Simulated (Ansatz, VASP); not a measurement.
**WSe2 in VASP and in Ansatz**

```
W Se
1.0
     3.29506    0.00000    0.00000
    -1.64753    2.85361    0.00000
     0.00000    0.00000   12.41450
W Se
2 4
Direct
  0.33333 0.66667 0.25000
  0.66667 0.33333 0.75000
  0.33333 0.66667 0.61458
  0.66667 0.33333 0.11458
  0.33333 0.66667 0.88542
  0.66667 0.33333 0.38542
```

Change from the starting cell: strain +0.0200 x Voigt [1, 1, 0, 0, 0, 0], atoms carried along.

Alike in both runs: task single point; functional PBEsol; dispersion D3(BJ); k mesh 12 × 12 × 4; occupations gaussian, width 0.05 eV; no spin polarisation.

```csv
,VASP,Ansatz
version,VASP 6.6.1,Ansatz 0.2.0
potentials or method,"VASP PAW PBE potentials, release 64 (W_sv, Se), cutoff 520 eV","scalar-relativistic, plane waves, PAW"
valence electrons in the cell,52,92
```

```tsv
	VASP	Ansatz	Ansatz less VASP
gap on the k mesh at the Fermi level (eV)	0.71	0.71	+0.006
least direct gap on the mesh (eV)	1.46	1.47	+0.003
pressure (GPa)	-5.1	-5.5	-0.41
traceless stress, the component that is largest in VASP (GPa)	1.51	1.41	-0.098
rms of the force components (eV/Å)	0.171	0.197	+0.0264
```

VASP's potentials were made for PBE, not for PBEsol. Atom by atom the forces differ by 0.026 eV/Å (rms over components). VASP's potentials hold 52 valence electrons a cell and Ansatz's 92, so a difference there can come from the potentials and not from the codes.

Spin-orbit coupling is off throughout.
